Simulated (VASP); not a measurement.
A run of VASP 6.6.1:

INCAR

```
  ALGO = Normal
  EDIFF = 1E-6
  ENCUT = 520
  GGA = PS
  ISIF = 2
  ISMEAR = 0
  LASPH = T
  LCHARG = F
  LREAL = F
  LWAVE = F
  NBANDS = 31
  NELM = 80
  PREC = Accurate
  SIGMA = 0.1
```

The input KPOINTS:

```
k-points
0
Gamma
  12 12 6
```

Contents of POSCAR:

```
Si2Mo
1.0
    3.1900701716      0.0000000000      0.0000000000
    0.0000000000      3.1900701716      0.0000000000
    0.0000000000      0.0000000000      7.8213840138
Si Mo
4 2
Direct
    0.0000000000      0.0000000000      0.3350596647
    0.5000000000      0.5000000000      0.1649403353
    0.5000000000      0.5000000000      0.8350596647
    0.0000000000      0.0000000000      0.6649403353
    0.0000000000      0.0000000000      0.0000000000
    0.5000000000      0.5000000000      0.5000000000
```

Potentials or basis: VASP PAW PBE potentials, release 64 (Si, Mo_sv).

The run is started by

```bash
$ cat potpaw_PBE.64/Si/POTCAR potpaw_PBE.64/Mo_sv/POTCAR > POTCAR
$ mpirun -np 1 vasp_std > vasp.out
```

Hardware: 1 thread of AMD EPYC 9R45 96-Core Processor (Zen 5), on a shared host.

**Question.** How long does it take, and how much memory?

**Answer.** It took 110 s on 1 thread of AMD EPYC 9R45 96-Core Processor (Zen 5), with other jobs on the host, peak memory 0.3 GiB. Counts: scf iterations 13, k points 112.
